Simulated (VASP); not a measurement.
La: single point with LDA

The system is La.

```
La
1.0
     2.57954    0.00000    0.00000
     0.00000    2.57954    0.00000
     0.00000    0.00000    2.57954
La
1
Cartesian
  0.0000 0.0000 0.0000
```

| Quantity | Value |
| --- | --- |
| Program | VASP 6.6.1 |
| Task | single point |
| Functional | LDA |
| Potentials or basis | VASP PAW LDA potentials, release 64 (La) |
| Cutoff | 520 eV |
| k mesh | 15 × 15 × 15 |
| Occupations | fermi-dirac, width 0.1 eV |
| Spin | no spin polarisation |
| Dipole correction | no |
| Further INCAR settings | ALGO = Normal; EDIFF = 1e-07; NBANDS = 12 |

```yaml
Pressure: 92.4 GPa
```

Levels at points of the mesh, in eV from the Fermi level:
```
           k point  band 2  band 3  band 4  band 5  band 6  band 7  band 8  band 9
(0.00, 0.00, 0.00)  -12.61  -12.61  -12.61   -2.83   -2.83    0.05    3.27    3.27
```

Wall time 15 s on 1 thread of AMD EPYC 9R45 96-Core Processor (Zen 5) (shared host), peak memory 0.12 GiB.

Caveat: spin-orbit coupling is left out, which moves the levels of the heavy elements.
